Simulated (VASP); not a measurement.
## Fe: single point with PBEsol

Crystal: Fe.

```
CELL_PARAMETERS angstrom
1.20711 0.69692 3.91585
-1.20711 0.69692 3.91585
0.00000 -1.39385 3.91585
ATOMIC_POSITIONS crystal
Fe 0.24998 0.24998 0.24998
Fe 0.75002 0.75002 0.75002
```

This isn't the form of Fe at room conditions, which is bcc.

* Program: VASP 6.6.1
* Task: single point
* Functional: PBEsol
* Potentials or basis: VASP PAW PBE potentials, release 64 (Fe)
* Cutoff: 520 eV
* k mesh: 6 × 6 × 6
* Occupations: gaussian, width 0.1 eV
* Spin: collinear spin, ferromagnetic start
* Starting moments: [1.37, 1.37] μB
* Dipole correction: no
* Further INCAR settings: ALGO = Fast; EDIFF = 1e-06; NBANDS = 19

| Quantity | Value |
| --- | --- |
| Pressure | -0.5 GPa |
| Largest force | 0.005 eV/Å |
| Band gap on the k mesh | zero (filled and empty bands overlap) |
| Net moment | 0.00 μB per cell |
| Valence electrons inside the program's atomic spheres | Fe 7.59 |

Forces in eV/Å, atoms in the order of the input:
```
Fe   0.000  0.000  0.005
Fe   0.000  0.000 -0.005
```

Stress tensor (GPa, compression positive):
```
-0.58  0.00  0.00
 0.00 -0.58  0.00
 0.00  0.00 -0.21
```

Levels at points of the mesh, in eV from the Fermi level:
Spin up:
| k point | band 4 | band 5 | band 6 | band 7 | band 8 | band 9 | band 10 | band 11 | band 12 | band 13 |
| --- | --- | --- | --- | --- | --- | --- | --- | --- | --- | --- |
| (0.00, 0.00, 0.00) | -1.95 | -1.87 | -1.87 | -1.79 | -0.18 | -0.18 | 0.15 | 0.96 | 0.96 | 8.65 |
| (0.50, 0.00, 0.00) | -3.50 | -1.84 | -1.84 | -0.63 | -0.62 | 0.99 | 0.99 | 3.97 | 3.98 | 10.74 |
| (0.50, 0.50, 0.00) | -1.96 | -1.89 | 0.03 | 0.90 | 0.92 | 0.96 | 1.22 | 1.23 | 3.21 | 8.52 |
| (0.50, 0.50, 0.50) | -2.35 | -1.56 | -1.56 | -1.56 | -1.56 | -0.06 | -0.06 | -0.06 | -0.06 | 16.85 |
Spin down:
```csv
k point,band 5,band 6,band 7,band 8,band 9,band 10,band 11,band 12
"(0.00, 0.00, 0.00)",-1.87,-1.87,-1.79,-0.18,-0.18,0.15,0.96,0.96
"(0.50, 0.00, 0.00)",-1.84,-1.84,-0.63,-0.62,0.99,0.99,3.97,3.98
"(0.50, 0.50, 0.00)",-1.89,0.03,0.91,0.92,0.96,1.22,1.23,3.21
"(0.50, 0.50, 0.50)",-1.56,-1.56,-1.56,-1.56,-0.06,-0.06,-0.06,-0.06
```

Run time: 3.4 min on 1 thread of AMD EPYC 7R13, with other jobs on the host, peak memory 0.18 GiB.

Caveat: the k points lie up to 0.51 Å⁻¹ apart, too coarse for converged energies and pressures of a metal; the PAW data sets were made with another functional, which shifts forces and pressure a little.
